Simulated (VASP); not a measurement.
The system is Hg2Pd.

```xyz
6
Lattice="5.8042 0.0000 0.0000 0.0000 5.9810 0.0000 0.0000 0.0000 3.9067" Properties=species:S:1:pos:R:3 pbc="T T T"
Hg    1.3060    4.9343    1.9533
Hg    4.2081    4.0372    0.0000
Hg    4.4983    1.0467    1.9533
Hg    1.5962    1.9438    0.0000
Pd    2.9021    2.9905    1.9533
Pd    0.0000    0.0000    0.0000
```

| Item | Value |
| --- | --- |
| Program | VASP 6.6.1 |
| Task | relaxation of cell and atoms |
| Functional | PBE |
| Potentials or basis | VASP PAW PBE potentials, release 64 (Hg, Pd) |
| Cutoff | 600 eV |
| k mesh | 4 × 4 × 4 |
| Occupations | gaussian, width 0.1 eV |
| Spin | no spin polarisation |

At the start: pressure 16.9 GPa; volume 22.60 Å³/atom.

Question: Where does the relaxation end?

Answer: Over 32 steps the energy falls by 275.8 meV/atom and the volume is 26.70 Å³/atom (+18.1 %); space group Pnnm (No. 58, to 0.1 Å) before and after.

Step by step:
```
step  energy change (eV)  largest force (eV/Å)  pressure (GPa)  volume (Å³)
   1              0.0000                0.2695           16.91       135.62
   2             -1.0440                0.1367           -3.60       188.04
   3             -1.3170                0.0514            0.13       166.61
   4             -1.3172                0.0551           -0.04       167.27
   5             -1.3261                0.0727           -0.04       167.40
   6             -1.3448                0.2134           -0.01       167.71
   7             -1.3327                0.5098            0.25       168.02
   8             -1.3494                0.3163            0.04       167.87
   9             -1.3558                0.3175            0.00       168.01
  10             -1.3735                0.3221           -0.11       168.40
  11             -1.4042                0.3342           -0.31       169.04
  12             -1.4472                0.3175           -0.85       169.75
  13             -1.4779                0.2504           -0.54       167.56
  14             -1.5252                0.0342            0.62       160.98
  15             -1.5279                0.1223            1.04       159.02
  16             -1.5392                0.1737            1.11       158.39
  17             -1.5578                0.3470            1.38       156.39
  18             -1.5890                0.3107            0.85       157.28
  19             -1.6250                0.2405           -0.45       159.53
  20             -1.6251                0.2373           -0.51       159.65
  21             -1.6335                0.1887           -0.31       158.90
  22             -1.6430                0.0773            0.18       157.25
  23             -1.6434                0.0512            0.28       156.87
  24             -1.6447                0.0348            0.11       157.42
  25             -1.6453                0.0229           -0.11       158.18
  26             -1.6462                0.0241           -0.08       158.22
  27             -1.6482                0.0445            0.00       158.33
  28             -1.6497                0.0998            0.15       158.54
  29             -1.6507                0.0931            0.11       158.75
  30             -1.6527                0.0728           -0.01       159.37
  31             -1.6540                0.0348           -0.17       160.58
  32             -1.6546                0.0262           -0.04       160.23
```

Final structure:
```yaml
crystal:
  lattice:
    - [7.17885, 0.00000, 0.00000]
    - [0.00000, 6.85219, 0.00000]
    - [0.00000, 0.00000, 3.25726]
  atoms:
    - { symbol: Hg, position: [0.23242, 0.77875, 0.50000] }
    - { symbol: Hg, position: [0.73242, 0.72125, 0.00000] }
    - { symbol: Hg, position: [0.76758, 0.22125, 0.50000] }
    - { symbol: Hg, position: [0.26758, 0.27875, 0.00000] }
    - { symbol: Pd, position: [0.50000, 0.50000, 0.50000] }
    - { symbol: Pd, position: [0.00000, 0.00000, 0.00000] }
```

Caveat: the k points lie up to 0.48 Å⁻¹ apart in the final cell, too coarse for converged energies and pressures of a metal; the volume moved by over 15 % at a fixed basis, so the end points are rough.
